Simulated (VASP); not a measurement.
A run of VASP 6.6.1:

File POSCAR:

```
LiH
1.0
    1.9622803038      1.9622803038      0.0000000000
   -1.9622803038      1.9622803038      0.0000000000
    0.0000000000      1.9622803038      2.0147036378
Li H
1 1
Direct
    0.0000000000      0.0000000000      0.0000000000
    0.5000000000      0.5000000000      0.0000000000
```

INCAR.step1

```
PREC = Accurate
ENCUT = 520
ISMEAR = 0
SIGMA = 0.01
LREAL = F
LASPH = T
NELM = 100
NBANDS = 9
GGA = PE
ALGO = Normal
EDIFF = 1E-4
LWAVE = T
LCHARG = F
```

File INCAR.step2:

```
PREC = Accurate
ENCUT = 520
EDIFF = 1E-6
ISMEAR = 0
SIGMA = 0.01
LREAL = F
LASPH = T
NELM = 100
ALGO = Normal
ISIF = 2
LWAVE = F
LCHARG = T
METAGGA = R2SCAN
LMIXTAU = T
LELF = T
LVHAR = T
NBANDS = 9
ISTART = 1
```

The input KPOINTS:

```
regular mesh
0
Gamma
  10 10 10
```

Potentials or basis: VASP PAW PBE potentials, release 64 (Li_sv, H).

The run is started by

```console
$ cat potpaw_PBE.64/Li_sv/POTCAR potpaw_PBE.64/H/POTCAR > POTCAR
$ cp INCAR.step1 INCAR
$ mpirun -np 1 vasp_std > vasp.out
$ cp INCAR.step2 INCAR
$ mpirun -np 1 vasp_std > vasp.out
```

Hardware: 1 thread of Intel(R) Xeon(R) Platinum 8259CL CPU @ 2.50GHz (Skylake/Cascade Lake) (shared host).

Q: Estimate the wall time of this run.

A: Wall time 48 s on 1 thread of Intel(R) Xeon(R) Platinum 8259CL CPU @ 2.50GHz (Skylake/Cascade Lake) (shared host), peak memory 0.14 GiB. Counts: k points 102.
